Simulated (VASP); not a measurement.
# Ta2N (P-3m1) in VASP: further runs

The runs below take Ta2N through single point, with LDA, PBE, r2SCAN.

All numbers are computed with VASP 6.6.1; they aren't measurements. Logs are shortened: lines on timing, memory, paths and dates and some standing lists are left out, and cuts for length are marked.

## 1. The cell of the first run

Symmetry: P-3m1, No. 164, trigonal system. The conventional cell has a = 3.113 Å, b = 3.113 Å, c = 4.870 Å, α = 90.00°, β = 90.00°, γ = 120.00°. Within 2.9 Å of Ta (site symmetry 3m) lie 3 N at 2.18 Å. N (site symmetry -3m) has 6 Ta at 2.18 Å within 2.9 Å.

## 2. Single point, LDA

Input file INCAR:

```
PREC     = Accurate       # precision mode
ENCUT    = 520            # plane-wave cutoff, eV
EDIFF    = 1E-7           # SCF threshold, eV
ISMEAR   = -1             # smearing method
SIGMA    = 0.05           # smearing width, eV
LREAL    = F              # projectors in reciprocal space
LASPH    = T              # aspherical terms in the spheres
NELM     = 80             # most SCF steps
ALGO     = Normal         # electronic algorithm
ISIF     = 2              # what is computed and relaxed
LWAVE    = F              # write WAVECAR
LCHARG   = T              # write CHGCAR
GGA      = CA             # functional
LELF     = T              # ELF
LVHAR    = T            
NBANDS   = 20             # bands
```

Input file KPOINTS:

```
Automatic mesh
0
Gamma
  10 10 6
```

Input file POSCAR:

```
Ta2N
1.0
    3.1128615060      0.0000000000      0.0000000000
   -1.5564307530      2.6958171426      0.0000000000
    0.0000000000      0.0000000000      4.8698410000
Ta N
2 1
Direct
    0.3333333333      0.6666666667      0.2547110000
    0.6666666667      0.3333333333      0.7452890000
    0.0000000000      0.0000000000      0.0000000000
```

Potentials or basis: VASP PAW LDA potentials, release 64 (Ta_pv, N).

The run is started by

```sh
cat potpaw_LDA.64/Ta_pv/POTCAR potpaw_LDA.64/N/POTCAR > POTCAR
mpirun -np 1 vasp_std > vasp.out
```

OUTCAR:

```text
PREC = Accurate
   ENCUT = 520
   EDIFF = 1E-7
   ISMEAR = -1
   LREAL = F
   LASPH = T
   NELM = 80
   ISIF = 2
   GGA = CA

 ion  position               nearest neighbor table
   1  0.333  0.667  0.255-   3 2.18   3 2.18   3 2.18   2 2.99   2 2.99   2 2.99   2 3.06   2 3.06
                             2 3.06
   2  0.667  0.333  0.745-   3 2.18   3 2.18   3 2.18   1 2.99   1 2.99   1 2.99   1 3.06   1 3.06
                             1 3.06
   3  0.000  0.000  0.000-   1 2.18   2 2.18   1 2.18   2 2.18   2 2.18   1 2.18

  LATTYP: Found a hexagonal cell.
 ALAT       =     3.1128615060
 C/A-ratio  =     1.5644258476

  Lattice vectors:

 A1 = (   3.1128615060,   0.0000000000,   0.0000000000)
 A2 = (  -1.5564307530,   2.6958171426,   0.0000000000)
 A3 = (   0.0000000000,   0.0000000000,   4.8698410000)

Analysis of symmetry for initial positions (statically):
=====================================================================
 Subroutine PRICEL returns:
 Original cell was already a primitive cell.

 Routine SETGRP: Setting up the symmetry group for a
 hexagonal supercell.

 Subroutine GETGRP returns: Found 12 space group operations
 (whereof 12 operations were pure point group operations)
 out of a pool of 24 trial point group operations.

The static configuration has the point symmetry D_3d.

Analysis of symmetry for dynamics (positions and initial velocities):
=====================================================================
 Subroutine PRICEL returns:
 Original cell was already a primitive cell.

 Routine SETGRP: Setting up the symmetry group for a
 hexagonal supercell.

 Subroutine GETGRP returns: Found 12 space group operations
 (whereof 12 operations were pure point group operations)
 out of a pool of 24 trial point group operations.

The dynamic configuration has the point symmetry D_3d.

 Subroutine INISYM returns: Found 12 space group operations
 (whereof 12 operations are pure point group operations),
 and found     1 'primitive' translations

----------------------------------------------------------------------------------------

                                     Primitive cell

  volume of cell :      40.8663

  direct lattice vectors                    reciprocal lattice vectors
     3.112861506  0.000000000  0.000000000     0.321247829  0.185472520  0.000000000
    -1.556430753  2.695817143  0.000000000     0.000000000  0.370945041  0.000000000
     0.000000000  0.000000000  4.869841000     0.000000000  0.000000000  0.205345513

  length of vectors
     3.112861506  3.112861506  4.869841000     0.370945041  0.370945041  0.205345513

  position of ions in fractional coordinates (direct lattice)
     0.333333333  0.666666667  0.254711000
     0.666666667  0.333333333  0.745289000
     0.000000000  0.000000000  0.000000000

  ion indices of the primitive-cell ions
   primitive index   ion index
                 1           1
                 2           2
                 3           3

----------------------------------------------------------------------------------------

 KPOINTS: Automatic mesh

Automatic generation of k-mesh.
 Grid dimensions read from file:
 generate k-points for:   10   10    6

 Generating k-lattice:

  Cartesian coordinates                     Fractional coordinates (reciprocal lattice)
     0.032124783  0.018547252  0.000000000     0.100000000  0.000000000  0.000000000
     0.000000000  0.037094504  0.000000000     0.000000000  0.100000000  0.000000000
     0.000000000  0.000000000  0.034224252     0.000000000  0.000000000  0.166666667

  Length of vectors
     0.037094504  0.037094504  0.034224252

  Shift w.r.t. Gamma in fractional coordinates (k-lattice)
     0.000000000  0.000000000  0.000000000

 Subroutine IBZKPT returns following result:
 ===========================================

 Found     72 irreducible k-points:

 Following reciprocal coordinates:
            Coordinates               Weight
  0.000000  0.000000  0.000000      1.000000
  0.100000 -0.000000  0.000000      6.000000
  0.200000 -0.000000  0.000000      6.000000
  0.300000 -0.000000  0.000000      6.000000
  0.400000 -0.000000  0.000000      6.000000
  0.500000  0.000000  0.000000      3.000000
[... 16 lines left out ...]
  0.000000  0.400000  0.166667      6.000000
  0.500000  0.000000  0.166667      6.000000
 [... further k-points ...]
   k-points           NKPTS =     72   k-points in BZ     NKDIM =     72   number of bands    NBANDS=     20
   number of dos      NEDOS =    301   number of ions     NIONS =      3
   total plane-waves  NPLWV =  20736
   dimension x,y,z NGX =    24 NGY =   24 NGZ =   36
   dimension x,y,z NGXF=    48 NGYF=   48 NGZF=   72
   ions per type =               2   1
   NGX,Y,Z   is equivalent  to a cutoff of  12.82, 12.82, 12.29 a.u.
   NGXF,Y,Z  is equivalent  to a cutoff of  25.63, 25.63, 24.58 a.u.
 SYSTEM =  unknown system
   PREC   = accura    normal or accurate (medium, high low for compatibility)
   ISTART =      0    job   : 0-new  1-cont  2-samecut
   ICHARG =      2    charge: 1-file 2-atom 10-const
   ISPIN  =      1    spin polarized calculation?
   LNONCOLLINEAR =      F non collinear calculations
   LSORBIT =      F    spin-orbit coupling
   LASPH  =      T    aspherical Exc in radial PAW
   ENCUT  =  520.0 eV  38.22 Ry    6.18 a.u.   5.79  5.79  9.05*2*pi/ulx,y,z
   NELM   =     80;   NELMIN=  2; NELMDL= -5     # of ELM steps
   EDIFF  = 0.1E-06   stopping-criterion for ELM
   LREAL  =      F    real-space projection
   EDIFFG = 0.1E-05   stopping-criterion for IOM
   NSW    =      0    number of steps for IOM
   IBRION =     -1    ionic relax: 0-MD 1-quasi-New 2-CG
   NFREE  =      0    steps in history (QN), initial steepest desc. (CG)
   ISIF   =      2    stress and relaxation
   ISYM   =      2    0-nonsym 1-usesym 2-fastsym
   POTIM  = 0.5000    time-step for ionic-motion
   TEBEG  =    0.0;   TEEND  =   0.0 temperature during run
   PSTRESS=    0.0 pullay stress
   NELECT =      27.0000    total number of electrons
   NUPDOWN=      -1.0000    fix difference up-down
   EMIN   =  10.00;   EMAX   =-10.00  energy-range for DOS
   EFERMI =   0.00;   METHOD = LEGACY
   ISMEAR =    -1;   SIGMA  =   0.05  broadening in eV -4-tet -1-fermi 0-gaus
   EFERMI_NEDOS =   21; number of points for ismear=-14 and -15
   IALGO  =     38    algorithm
   IMIX   =      4    mixing-type and parameters
     AMIX     =   0.40;   BMIX     =  1.00
     AMIX_MAG =   1.60;   BMIX_MAG =  1.00
  volume/ion in A,a.u.               =      13.62        91.93
  Fermi-wavevector in a.u.,A,eV,Ry     =   1.425852  2.694469 27.661374  2.033054
  Thomas-Fermi vector in A             =   2.546192
   LORBIT       =      0    0 simple, 1 ext, 2 COOP (PROOUT), +10 PAW based schemes
   GGA     = CA    functional components
   LHFCALC =     F    Hartree Fock is set to
   AEXX    =    0.0000 exact exchange contribution
   IVDW    =     0    specifies the selected vdW correction
   LEPSILON=     F    determine dielectric tensor
   LRPA    =     F    only Hartree local field effects (RPA)
 non-spin polarized calculation
  energy-cutoff  :      520.00
  volume of cell :       40.87
 maximum number of plane-waves:      1114
 NGX is ok and might be reduce to    24
   NGX = 11   NGY = 11   NGZ = 19

 number of electron      26.9999998 magnetization

 Free energy of the ion-electron system (eV)
  ---------------------------------------------------
  ext. energy  EPLUGINS =         0.00000000
  ---------------------------------------------------
  free energy    TOTEN  =       -37.57621647 eV

  energy without entropy =      -37.56244319  energy(sigma->0) =      -37.56932983

 E-fermi :   7.3073     XC(G=0): -13.0467

 val. band max:        7.3072814513   @ k =  -0.1000   0.4000   0.1667
 cond. band min:       7.3096331879   @ k =   0.0000   0.4000   0.3333
 fundamental gap:      0.0023517366
 Fermi energy:         7.3073065302

 k-point     1 :       0.0000    0.0000    0.0000
  band No.  band energies     occupation
      1     -28.1694      2.00000
      2     -27.4422      2.00000
      3     -27.4422      2.00000
      4     -27.3143      2.00000
      5     -27.3143      2.00000
      6     -27.1955      2.00000
[... 12 lines left out ...]
     19       8.4531      0.00000
     20      12.4106      0.00000

 k-point     2 :       0.1000   -0.0000    0.0000
  band No.  band energies     occupation
      1     -28.1396      2.00000
      2     -27.5018      2.00000
      3     -27.4637      2.00000
      4     -27.3738      2.00000
      5     -27.3191      2.00000
      6     -27.2072      2.00000
[... 12 lines left out ...]
     19       9.1785      0.00000
     20      12.3378      0.00000

 k-point     3 :       0.2000   -0.0000    0.0000
  band No.  band energies     occupation
      1     -28.0563      2.00000
      2     -27.6581      2.00000
      3     -27.5219      2.00000
      4     -27.5161      2.00000
      5     -27.3352      2.00000
      6     -27.2439      2.00000
[... 12 lines left out ...]
     19      10.8217      0.00000
     20      11.9198      0.00000

 k-point     4 :       0.3000   -0.0000    0.0000
  band No.  band energies     occupation
      1     -27.9438      2.00000
      2     -27.8450      2.00000
      3     -27.6921      2.00000
      4     -27.5761      2.00000
      5     -27.3592      2.00000
      6     -27.3063      2.00000
[... 12 lines left out ...]
     19      11.4936      0.00000
     20      12.5049      0.00000

 k-point     5 :       0.4000   -0.0000    0.0000
  band No.  band energies     occupation
      1     -28.0160      2.00000
      2     -27.8248      2.00000
      3     -27.8011      2.00000
      4     -27.6222      2.00000
      5     -27.3846      2.00000
      6     -27.3805      2.00000
[... 12 lines left out ...]
     19      11.5245      0.00000
     20      12.1328      0.00000

 k-point     6 :       0.5000    0.0000    0.0000
  band No.  band energies     occupation
      1     -28.0734      2.00000
      2     -27.8718      2.00000
      3     -27.7393      2.00000
      4     -27.6394      2.00000
      5     -27.4315      2.00000
      6     -27.3889      2.00000
[... 12 lines left out ...]
     19      11.5643      0.00000
     20      11.6921      0.00000

 k-point     7 :       0.1000    0.1000    0.0000
  band No.  band energies     occupation
      1     -28.0829      2.00000
      2     -27.5896      2.00000
      3     -27.5491      2.00000
      4     -27.4365      2.00000
      5     -27.3422      2.00000
      6     -27.2314      2.00000
[... 12 lines left out ...]
     19      10.4365      0.00000
     20      12.0540      0.00000
[... 277 lines left out ...]
 k-point    20 :       0.3000   -0.0000    0.1667
  band No.  band energies     occupation
      1     -27.9514      2.00000
      2     -27.8211      2.00000
      3     -27.7069      2.00000
      4     -27.5651      2.00000
      5     -27.3706      2.00000
      6     -27.3086      2.00000
[... 12 lines left out ...]
     19      11.5561      0.00000
     20      11.8816      0.00000

 k-point    21 :       0.0000    0.3000    0.1667
  band No.  band energies     occupation
      1     -28.0069      2.00000
      2     -27.7562      2.00000
      3     -27.7010      2.00000
      4     -27.5586      2.00000
      5     -27.3774      2.00000
      6     -27.3225      2.00000
[... 12 lines left out ...]
     19      11.0173      0.00000
     20      12.8160      0.00000

 k-point    22 :       0.4000   -0.0000    0.1667
  band No.  band energies     occupation
      1     -28.0360      2.00000
      2     -27.8994      2.00000
      3     -27.7207      2.00000
      4     -27.6081      2.00000
      5     -27.3951      2.00000
      6     -27.3680      2.00000
[... 12 lines left out ...]
     19      11.8311      0.00000
     20      12.2281      0.00000

 k-point    23 :       0.0000    0.4000    0.1667
  band No.  band energies     occupation
      1     -28.0763      2.00000
      2     -27.8645      2.00000
      3     -27.7003      2.00000
      4     -27.6046      2.00000
      5     -27.3988      2.00000
      6     -27.3819      2.00000
[... 12 lines left out ...]
     19      11.4626      0.00000
     20      13.3532      0.00000

 k-point    24 :       0.5000    0.0000    0.1667
  band No.  band energies     occupation
      1     -28.1060      2.00000
      2     -27.9235      2.00000
      3     -27.6720      2.00000
      4     -27.6230      2.00000
      5     -27.4105      2.00000
      6     -27.4060      2.00000
[... 12 lines left out ...]
     19      11.8575      0.00000
     20      12.6702      0.00000

 [... further k-points ...]
[... 5 lines left out ...]
  --------------------------------------------------------------------------------------
  -------------------------------------------------------------------------------------
  Total       -3.3857481     -3.3857481     -3.3518925      0.0000000      0.0000000     -0.0000000
  in kB     -132.7395096   -132.7395096   -131.4121895      0.0000000      0.0000000     -0.0000000
  external PRESSURE =    -132.2970696 kB  Pullay stress =       0.0000000 kB

 VOLUME and BASIS-vectors are now :
 -----------------------------------------------------------------------------
  energy-cutoff  :      520.00
  volume of cell :       40.87
      direct lattice vectors                 reciprocal lattice vectors
     3.112861506  0.000000000  0.000000000     0.321247829  0.185472520  0.000000000
    -1.556430753  2.695817143  0.000000000     0.000000000  0.370945041  0.000000000
     0.000000000  0.000000000  4.869841000     0.000000000  0.000000000  0.205345513

 POSITION                                       TOTAL-FORCE (eV/Angst)
 -----------------------------------------------------------------------------------
     -0.00000      1.79721      1.24040         0.000000      0.000000     -0.404984
      1.55643      0.89861      3.62944        -0.000000     -0.000000      0.404984
      0.00000      0.00000      0.00000         0.000000      0.000000      0.000000
 -----------------------------------------------------------------------------------
    total drift:                               -0.000000      0.000000      0.000000

  FREE ENERGIE OF THE ION-ELECTRON SYSTEM (eV)
  ---------------------------------------------------
  free  energy   TOTEN  =       -37.5762164662 eV

  energy  without entropy=      -37.5624431940  energy(sigma->0) =      -37.56932983
```

It took 25 s on 1 thread of Intel Xeon Platinum 8488C (Sapphire Rapids), shared host; peak memory 0.17 GiB.

What came out:

- Free energy: -37.5762 eV
- Pressure: -13.2 GPa
- Largest force: 0.405 eV/Å

Forces in eV/Å, atoms in the order of the input:
```
Ta   0.000  0.000 -0.405
Ta   0.000  0.000  0.405
N    0.000  0.000  0.000
```

Caveat: spin-orbit coupling is left out, which moves the levels of the heavy elements.

## 3. Single point, PBE

Input file INCAR:

```
SYSTEM = Ta2N
PREC = Accurate
ENCUT = 520
EDIFF = 1E-6
ISMEAR = -1
SIGMA = 0.05
LREAL = .FALSE.
LASPH = .TRUE.
NELM = 80
ALGO = Normal
ISIF = 2
LWAVE = .FALSE.
LCHARG = .FALSE.
GGA = PE
NBANDS = 20
```

Input file KPOINTS:

```
regular mesh
0
G
  10 10 6
  0 0 0
```

POSCAR is that of step 2.

Potentials or basis: VASP PAW PBE potentials, release 64 (Ta_pv, N).

The run is started by

```sh
cat potpaw_PBE.64/Ta_pv/POTCAR potpaw_PBE.64/N/POTCAR > POTCAR
mpirun -np 1 vasp_std > vasp.out
```

Wall time 25 s (1 thread of Intel Xeon Platinum 8488C (Sapphire Rapids), shared host); peak memory 0.19 GiB.

Results (log left out):

* Free energy: -34.3840 eV
* Pressure: -0.8 GPa
* Largest force: 0.027 eV/Å

Forces in eV/Å, atoms in the order of the input:
```
Ta   0.000  0.000  0.027
Ta   0.000  0.000 -0.027
N    0.000  0.000  0.000
```

Stress tensor (GPa, compression positive):
```
-1.24  0.00  0.00
 0.00 -1.24  0.00
 0.00  0.00 -0.04
```

Levels at points of the mesh, in eV from the Fermi level:
| k point | band 10 | band 11 | band 12 | band 13 | band 14 | band 15 | band 16 | band 17 | band 18 | band 19 |
| --- | --- | --- | --- | --- | --- | --- | --- | --- | --- | --- |
| (0.00, 0.00, 0.00) | -6.03 | -4.97 | -0.65 | -0.23 | -0.23 | 0.28 | 0.28 | 0.28 | 1.15 | 1.15 |
| (0.50, 0.00, 0.00) | -6.35 | -4.53 | -2.62 | -1.38 | 1.76 | 1.88 | 3.69 | 3.97 | 4.20 | 4.23 |
| (0.00, 0.00, 0.50) | -6.21 | -2.86 | -2.65 | -1.11 | -1.11 | 1.77 | 1.90 | 2.28 | 2.28 | 2.62 |
| (0.50, 0.00, 0.50) | -6.09 | -3.27 | -2.16 | -2.12 | -0.27 | 0.72 | 3.27 | 3.51 | 3.98 | 4.40 |

Caveat: spin-orbit coupling is left out, which moves the levels of the heavy elements.

(Continued in part 2 of 2.)
